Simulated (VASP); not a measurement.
The system is CsH.

```
Cs H
1.0
     0.00000    3.21471    3.21471
     3.21471    0.00000    3.21471
     3.21471    3.21471    0.00000
Cs H
1 1
Direct
  0.00000 0.00000 0.00000
  0.50000 0.50000 0.50000
```

```yaml
Program: VASP 6.6.1
Task: relaxation of cell and atoms
Functional: LDA
Potentials_or_basis: VASP PAW LDA potentials, release 64 (Cs_sv, H)
Cutoff: 600 eV
k_mesh: 6 × 6 × 6
Occupations: fermi-dirac, width 0.02 eV
Spin: no spin polarisation
```

At the start: pressure -1.4 GPa; volume 33.22 Å³/atom.

Problem. Where does the relaxation end?

Solution. Over 5 steps the energy falls by 22.6 meV/atom and the volume is 28.58 Å³/atom (-14.0 %); space group Fm-3m (No. 225, to 0.05 Å).

Step by step:
```csv
step,energy change (eV),largest force (eV/Å),pressure (GPa),volume (Å³)
1,0.0000,0.0000,-1.38,66.44
2,-0.0209,0.0000,-1.07,63.73
3,-0.0435,0.0000,-0.31,58.73
4,-0.0451,0.0000,0.03,56.99
5,-0.0451,0.0000,-0.01,57.17
```

Final structure:
```xyz
2
Lattice="0.0000 3.0575 3.0575 3.0575 0.0000 3.0575 3.0575 3.0575 0.0000" Properties=species:S:1:pos:R:3 pbc="T T T"
Cs    0.0000    0.0000    0.0000
H     3.0575    3.0575    3.0575
```
